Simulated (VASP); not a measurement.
# KBr (Fm-3m) in VASP: further runs

KBr is run at these levels: PBE; tasks: single point.

All numbers are computed with VASP 6.6.1; they aren't measurements. Logs are shortened: lines on timing, memory, paths and dates and some standing lists are left out, and cuts for length are marked.

**1. The cell of the first run**

The structure is cubic, space group Fm-3m (No. 225). The conventional cell has a = 6.600 Å, b = 6.600 Å, c = 6.600 Å, α = 90.00°, β = 90.00°, γ = 90.00°. Within 4.3 Å of Br (site symmetry m-3m) lie 6 K at 3.30 Å. Within 4.3 Å of K (site symmetry m-3m) lie 6 Br at 3.30 Å.

**2. Single point, PBE**

File INCAR:

```
PREC = Accurate
ENCUT = 500
EDIFF = 1E-6
ISMEAR = 0
SIGMA = 0.028999999999999998
LREAL = F
LASPH = T
NELM = 120
ALGO = Normal
ISIF = 2
LWAVE = F
LCHARG = F
GGA = PE
NBANDS = 15
GGA_COMPAT = F
```

File KPOINTS:

```
Automatic mesh
0
Gamma
  7 7 7
```

File POSCAR:

```
KBr
1.0
    0.0000000000      3.3000000000      3.3000000000
    3.3000000000      0.0000000000      3.3000000000
    3.3000000000      3.3000000000      0.0000000000
Br K
1 1
Direct
    0.5000000000      0.5000000000      0.5000000000
    0.0000000000      0.0000000000      0.0000000000
```

Potentials or basis: VASP PAW PBE potentials, release 64 (Br, K_sv).

Command:

```bash
cat potpaw_PBE.64/Br/POTCAR potpaw_PBE.64/K_sv/POTCAR > POTCAR
mpirun -np 1 vasp_std > vasp.out
```

OUTCAR:

```text
PREC = Accurate
   ENCUT = 500
   EDIFF = 1E-6
   ISMEAR = 0
   LREAL = F
   LASPH = T
   NELM = 120
   ISIF = 2
   GGA = PE

 ion  position               nearest neighbor table
   1  0.500  0.500  0.500-   2 3.30   2 3.30   2 3.30   2 3.30   2 3.30   2 3.30
   2  0.000  0.000  0.000-   1 3.30   1 3.30   1 3.30   1 3.30   1 3.30   1 3.30

  LATTYP: Found a face centered cubic cell.
 ALAT       =     6.6000000000

  Lattice vectors:

 A1 = (   0.0000000000,   3.3000000000,   3.3000000000)
 A2 = (   3.3000000000,   0.0000000000,   3.3000000000)
 A3 = (   3.3000000000,   3.3000000000,   0.0000000000)

Analysis of symmetry for initial positions (statically):
=====================================================================
 Subroutine PRICEL returns:
 Original cell was already a primitive cell.

 Routine SETGRP: Setting up the symmetry group for a
 face centered cubic supercell.

 Subroutine GETGRP returns: Found 48 space group operations
 (whereof 48 operations were pure point group operations)
 out of a pool of 48 trial point group operations.

The static configuration has the point symmetry O_h .

Analysis of symmetry for dynamics (positions and initial velocities):
=====================================================================
 Subroutine PRICEL returns:
 Original cell was already a primitive cell.

 Routine SETGRP: Setting up the symmetry group for a
 face centered cubic supercell.

 Subroutine GETGRP returns: Found 48 space group operations
 (whereof 48 operations were pure point group operations)
 out of a pool of 48 trial point group operations.

The dynamic configuration has the point symmetry O_h .

 Subroutine INISYM returns: Found 48 space group operations
 (whereof 48 operations are pure point group operations),
 and found     1 'primitive' translations

----------------------------------------------------------------------------------------

                                     Primitive cell

  volume of cell :      71.8740

  direct lattice vectors                    reciprocal lattice vectors
     0.000000000  3.300000000  3.300000000    -0.151515152  0.151515152  0.151515152
     3.300000000  0.000000000  3.300000000     0.151515152 -0.151515152  0.151515152
     3.300000000  3.300000000  0.000000000     0.151515152  0.151515152 -0.151515152

  length of vectors
     4.666904756  4.666904756  4.666904756     0.262431941  0.262431941  0.262431941

  position of ions in fractional coordinates (direct lattice)
     0.500000000  0.500000000  0.500000000
     0.000000000  0.000000000  0.000000000

  ion indices of the primitive-cell ions
   primitive index   ion index
                 1           1
                 2           2

----------------------------------------------------------------------------------------

 KPOINTS: Automatic mesh

Automatic generation of k-mesh.
 Grid dimensions read from file:
 generate k-points for:    7    7    7

 Generating k-lattice:

  Cartesian coordinates                     Fractional coordinates (reciprocal lattice)
    -0.021645022  0.021645022  0.021645022     0.142857143  0.000000000  0.000000000
     0.021645022 -0.021645022  0.021645022     0.000000000  0.142857143  0.000000000
     0.021645022  0.021645022 -0.021645022     0.000000000  0.000000000  0.142857143

  Length of vectors
     0.037490277  0.037490277  0.037490277

  Shift w.r.t. Gamma in fractional coordinates (k-lattice)
     0.000000000  0.000000000  0.000000000

 Subroutine IBZKPT returns following result:
 ===========================================

 Found     20 irreducible k-points:

 Following reciprocal coordinates:
            Coordinates               Weight
  0.000000  0.000000  0.000000      1.000000
  0.142857  0.000000  0.000000      8.000000
  0.285714  0.000000  0.000000      8.000000
  0.428571  0.000000  0.000000      8.000000
  0.142857  0.142857  0.000000      6.000000
  0.285714  0.142857  0.000000     24.000000
[... 12 lines left out ...]
 -0.428571  0.428571  0.142857     24.000000
 -0.285714  0.428571  0.142857     24.000000
   k-points           NKPTS =     20   k-points in BZ     NKDIM =     20   number of bands    NBANDS=     15
   number of dos      NEDOS =    301   number of ions     NIONS =      2
   total plane-waves  NPLWV =  46656
   dimension x,y,z NGX =    36 NGY =   36 NGZ =   36
   dimension x,y,z NGXF=    72 NGYF=   72 NGZF=   72
   ions per type =               1   1
   NGX,Y,Z   is equivalent  to a cutoff of  12.82, 12.82, 12.82 a.u.
   NGXF,Y,Z  is equivalent  to a cutoff of  25.65, 25.65, 25.65 a.u.
 SYSTEM =  unknown system
   PREC   = accura    normal or accurate (medium, high low for compatibility)
   ISTART =      0    job   : 0-new  1-cont  2-samecut
   ICHARG =      2    charge: 1-file 2-atom 10-const
   ISPIN  =      1    spin polarized calculation?
   LNONCOLLINEAR =      F non collinear calculations
   LSORBIT =      F    spin-orbit coupling
   LASPH  =      T    aspherical Exc in radial PAW
   ENCUT  =  500.0 eV  36.75 Ry    6.06 a.u.   8.51  8.51  8.51*2*pi/ulx,y,z
   NELM   =    120;   NELMIN=  2; NELMDL= -5     # of ELM steps
   EDIFF  = 0.1E-05   stopping-criterion for ELM
   LREAL  =      F    real-space projection
   EDIFFG = 0.1E-04   stopping-criterion for IOM
   NSW    =      0    number of steps for IOM
   IBRION =     -1    ionic relax: 0-MD 1-quasi-New 2-CG
   NFREE  =      0    steps in history (QN), initial steepest desc. (CG)
   ISIF   =      2    stress and relaxation
   ISYM   =      2    0-nonsym 1-usesym 2-fastsym
   POTIM  = 0.5000    time-step for ionic-motion
   TEBEG  =    0.0;   TEEND  =   0.0 temperature during run
   PSTRESS=    0.0 pullay stress
   NELECT =      16.0000    total number of electrons
   NUPDOWN=      -1.0000    fix difference up-down
   EMIN   =  10.00;   EMAX   =-10.00  energy-range for DOS
   EFERMI =   0.00;   METHOD = LEGACY
   ISMEAR =     0;   SIGMA  =   0.03  broadening in eV -4-tet -1-fermi 0-gaus
   EFERMI_NEDOS =   21; number of points for ismear=-14 and -15
   IALGO  =     38    algorithm
   IMIX   =      4    mixing-type and parameters
     AMIX     =   0.40;   BMIX     =  1.00
     AMIX_MAG =   1.60;   BMIX_MAG =  1.00
  volume/ion in A,a.u.               =      35.94       242.51
  Fermi-wavevector in a.u.,A,eV,Ry     =   0.992181  1.874950 13.393889  0.984423
  Thomas-Fermi vector in A             =   2.123975
   LORBIT       =      0    0 simple, 1 ext, 2 COOP (PROOUT), +10 PAW based schemes
   GGA     = PE    functional components
   LHFCALC =     F    Hartree Fock is set to
   AEXX    =    0.0000 exact exchange contribution
   IVDW    =     0    specifies the selected vdW correction
   LEPSILON=     F    determine dielectric tensor
   LRPA    =     F    only Hartree local field effects (RPA)
 non-spin polarized calculation
 Gauss-broadening in eV      SIGMA  =   0.03
  energy-cutoff  :      500.00
  volume of cell :       71.87
 maximum number of plane-waves:      1841
 NGX is ok and might be reduce to    36
   NGX = 17   NGY = 17   NGZ = 17

 number of electron      15.9999997 magnetization

 Free energy of the ion-electron system (eV)
  ---------------------------------------------------
  ext. energy  EPLUGINS =         0.00000000
  ---------------------------------------------------
  free energy    TOTEN  =        -6.21501078 eV

  energy without entropy =       -6.21501078  energy(sigma->0) =       -6.21501078

 E-fermi :  -1.5293     XC(G=0):  -7.3706

 val. band max:       -1.7406571490   @ k =   0.0000   0.0000   0.0000
 cond. band min:       2.6931839192   @ k =   0.0000   0.0000   0.0000
 fundamental gap:      4.4338410682
 Fermi energy:        -1.5293223975

 k-point     1 :       0.0000    0.0000    0.0000
  band No.  band energies     occupation
      1     -29.5218      2.00000
      2     -14.0329      2.00000
      3     -12.9990      2.00000
      4     -12.9990      2.00000
      5     -12.9990      2.00000
      6      -1.7407      2.00000
      7      -1.7407      2.00000
      8      -1.7407      2.00000
      9       2.6932      0.00000
     10       5.8635      0.00000
     11       5.8635      0.00000
     12       5.8635      0.00000
     13       6.6867      0.00000
     14       6.6867      0.00000
     15       9.8617      0.00000

 k-point     2 :       0.1429    0.0000    0.0000
  band No.  band energies     occupation
      1     -29.5207      2.00000
      2     -14.0720      2.00000
      3     -13.0000      2.00000
      4     -13.0000      2.00000
      5     -12.9466      2.00000
      6      -2.0227      2.00000
      7      -1.8076      2.00000
      8      -1.8076      2.00000
      9       3.1930      0.00000
     10       5.7435      0.00000
     11       6.1040      0.00000
     12       6.1040      0.00000
     13       6.9518      0.00000
     14       6.9518      0.00000
     15      10.5615      0.00000

 k-point     3 :       0.2857    0.0000    0.0000
  band No.  band energies     occupation
      1     -29.5184      2.00000
      2     -14.1492      2.00000
      3     -13.0024      2.00000
      4     -13.0024      2.00000
      5     -12.8394      2.00000
      6      -2.5348      2.00000
      7      -1.9504      2.00000
      8      -1.9504      2.00000
      9       4.1871      0.00000
     10       5.8190      0.00000
     11       6.7643      0.00000
     12       6.7643      0.00000
     13       7.6644      0.00000
     14       7.6644      0.00000
     15      10.1476      0.00000
[... 271 lines left out ...]
 k-point    19 :      -0.4286    0.4286    0.1429
  band No.  band energies     occupation
      1     -29.5148      2.00000
      2     -14.0198      2.00000
      3     -13.0599      2.00000
      4     -13.0430      2.00000
      5     -12.9400      2.00000
      6      -2.5187      2.00000
      7      -2.1495      2.00000
      8      -2.1381      2.00000
      9       4.7199      0.00000
     10       5.8525      0.00000
     11       6.8716      0.00000
     12       7.8357      0.00000
     13       8.0427      0.00000
     14       8.8695      0.00000
     15       9.3650      0.00000

 k-point    20 :      -0.2857    0.4286    0.1429
  band No.  band energies     occupation
      1     -29.5146      2.00000
      2     -14.0469      2.00000
      3     -13.0656      2.00000
      4     -13.0419      2.00000
      5     -12.8976      2.00000
      6      -2.4147      2.00000
      7      -2.3662      2.00000
      8      -2.1588      2.00000
      9       5.3125      0.00000
     10       6.0447      0.00000
     11       6.5908      0.00000
     12       7.3079      0.00000
     13       8.7308      0.00000
     14       8.7449      0.00000
     15       9.5373      0.00000

------------------------ aborting loop because EDIFF is reached ----------------------------------------

  FORCE on cell =-STRESS in cart. coord.  units (eV):
  Direction    XX          YY          ZZ          XY          YZ          ZX
  --------------------------------------------------------------------------------------
  -------------------------------------------------------------------------------------
  Total        0.3376866      0.3376866      0.3376866      0.0000000      0.0000000     -0.0000000
  in kB        7.5275313      7.5275313      7.5275313      0.0000000      0.0000000     -0.0000000
  external PRESSURE =       7.5275313 kB  Pullay stress =       0.0000000 kB

 VOLUME and BASIS-vectors are now :
 -----------------------------------------------------------------------------
  energy-cutoff  :      500.00
  volume of cell :       71.87
      direct lattice vectors                 reciprocal lattice vectors
     0.000000000  3.300000000  3.300000000    -0.151515152  0.151515152  0.151515152
     3.300000000  0.000000000  3.300000000     0.151515152 -0.151515152  0.151515152
     3.300000000  3.300000000  0.000000000     0.151515152  0.151515152 -0.151515152

 POSITION                                       TOTAL-FORCE (eV/Angst)
 -----------------------------------------------------------------------------------
      3.30000      3.30000      3.30000         0.000000      0.000000      0.000000
      0.00000      0.00000      0.00000        -0.000000      0.000000     -0.000000
 -----------------------------------------------------------------------------------
    total drift:                                0.000000      0.000000      0.000000

  FREE ENERGIE OF THE ION-ELECTRON SYSTEM (eV)
  ---------------------------------------------------
  free  energy   TOTEN  =        -6.2150107843 eV

  energy  without entropy=       -6.2150107843  energy(sigma->0) =       -6.21501078
```

Run time: 41 s. Hardware: 1 thread of Intel Xeon 8259CL, shared host; peak memory 0.21 GiB.

What came out:

```yaml
Free_energy: -6.2150 eV
Pressure: 0.8 GPa
Band_gap_on_the_k_mesh: 4.43 eV, direct
```

**3. Single point, PBE**

File INCAR:

```
SYSTEM = KBr
  PREC = Accurate
  ENCUT = 500
  EDIFF = 1E-6
  ISMEAR = -1
  SIGMA = 0.02
  LREAL = .FALSE.
  LASPH = .TRUE.
  NELM = 120
  ALGO = Normal
  ISIF = 2
  LWAVE = .FALSE.
  LCHARG = .TRUE.
  GGA = PE
  LELF = .TRUE.
  LVHAR = .TRUE.
  NBANDS = 15
  GGA_COMPAT = .FALSE.
```

File KPOINTS:

```
Automatic mesh
0
G
  5 5 5
  0 0 0
```

POSCAR is that of step 2.

Potentials or basis: VASP PAW PBE potentials, release 64 (Br, K_sv).

Command:

```bash
cat potpaw_PBE.64/Br/POTCAR potpaw_PBE.64/K_sv/POTCAR > POTCAR
mpirun -np 1 vasp_std > vasp.out
```

It took 13 s on 1 thread of Intel Xeon Platinum 8259CL at 2.50GHz (Skylake/Cascade Lake), shared host; peak memory 0.2 GiB.

Results (log left out):

```yaml
Free_energy: -6.2150 eV
Pressure: 0.8 GPa
Band_gap_on_the_k_mesh: 4.43 eV, direct
```

Levels at points of the mesh, in eV from the valence-band top:
```tsv
k point	band 4	band 5	band 6	band 7	band 8	band 9	band 10	band 11	band 12	band 13
(0.00, 0.00, 0.00)	-11.26	-11.26	0.00	0.00	0.00	4.43	7.60	7.60	7.60	8.43
```

As with any semilocal functional, this PBE gap is likely too small.
